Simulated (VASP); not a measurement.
Set up this calculation in VASP 6.6.1, as the native input.

| Item | Value |
| --- | --- |
| Task | single point |
| Functional | PBE |
| Potentials or basis | VASP PAW PBE potentials, release 64 (Li_sv, Zr_sv, N) |
| Cutoff | 520 eV |
| k mesh | 6 × 4 × 2 |
| Occupations | gaussian, width 0.2 eV |
| Spin | no spin polarisation |
| Dipole correction | no |
| Further INCAR settings | ALGO = Normal; EDIFF = 1e-06; NBANDS = 43 |

The structure of Li3ZrN2 lies in POSCAR:

```
Li3ZrN2
1.0
    3.1813593885      0.0000000000      0.0000000000
    0.0000000000      5.5102760979      0.0000000000
    0.0000000000      0.0000000000      9.9676389368
Li Zr N
6 2 4
Direct
    0.5000000000      0.1666666667      0.2758162157
    1.0000000000      0.6666666667      0.2758162157
    0.5000000000      0.1666666667      0.7241837843
    1.0000000000      0.6666666667      0.7241837843
    0.5000000000      0.5000000000      0.0000000000
    0.0000000000      1.0000000000      0.0000000000
    1.0000000000      0.0000000000      0.5000000000
    0.5000000000      0.5000000000      0.5000000000
    1.0000000000      0.3333333333      0.6302982169
    0.5000000000      0.8333333333      0.6302982169
    1.0000000000      0.3333333333      0.3697017831
    0.5000000000      0.8333333333      0.3697017831
```

One way to write it, as run:

INCAR

```
PREC = Accurate
ENCUT = 520
EDIFF = 1E-6
ISMEAR = 0
SIGMA = 0.2
LREAL = F
LASPH = T
NELM = 60
ALGO = Normal
ISIF = 2
LWAVE = F
LCHARG = F
GGA = PE
NBANDS = 43
```

KPOINTS

```
Automatic mesh
0
Gamma
  6 4 2
```

Potentials or basis: VASP PAW PBE potentials, release 64 (Li_sv, Zr_sv, N).

The run is started by

```console
$ cat potpaw_PBE.64/Li_sv/POTCAR potpaw_PBE.64/Zr_sv/POTCAR potpaw_PBE.64/N/POTCAR > POTCAR
$ mpirun -np 1 vasp_std > vasp.out
```

It gave:

```json
{
 "Largest force": "0.029 eV/Å",
 "Band gap on the k mesh": "zero (band 31 reaches 4.28 eV, above the bottom of band 32 at 2.60 eV)"
}
```

Wall time 3.5 min on 1 thread of Intel(R) Xeon(R) Platinum 8259CL CPU @ 2.50GHz (Skylake/Cascade Lake), with other jobs on the host, peak memory 0.35 GiB.
